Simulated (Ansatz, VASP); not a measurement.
## One calculation of Li2Se, two programs

```
CELL_PARAMETERS angstrom
0.00000 3.02346 3.02346
3.02346 0.00000 3.02346
3.02346 3.02346 0.00000
ATOMIC_POSITIONS crystal
Se 0.00000 0.00000 0.00000
Li 0.25000 0.25000 0.25000
Li 0.75000 0.75000 0.75000
```

Change from the starting cell: hydrostatic strain +1.0%.

Alike in both runs: task single point; functional r2SCAN; k mesh 8 × 8 × 8; no spin polarisation.

|  | VASP | Ansatz |
| --- | --- | --- |
| version | VASP 6.6.1 | Ansatz 0.2.0 |
| potentials or method | VASP PAW PBE potentials, release 64 (Se, Li_sv) | plane waves, PAW |
| plane-wave cutoff (eV) | 830 | 500 |
| occupations | gaussian, width 0.01 eV | fixed |
| valence electrons in the cell | 12 | 22 |

```tsv
	VASP	Ansatz	Ansatz less VASP
gap on the k mesh at the Fermi level (eV)	3.48	3.50	+0.021
pressure (GPa)	-1.2	-1.0	+0.15
```

VASP's potentials were made for PBE, not for r2SCAN. VASP's potentials hold 12 valence electrons a cell and Ansatz's 22, so a difference there can come from the potentials and not from the codes.
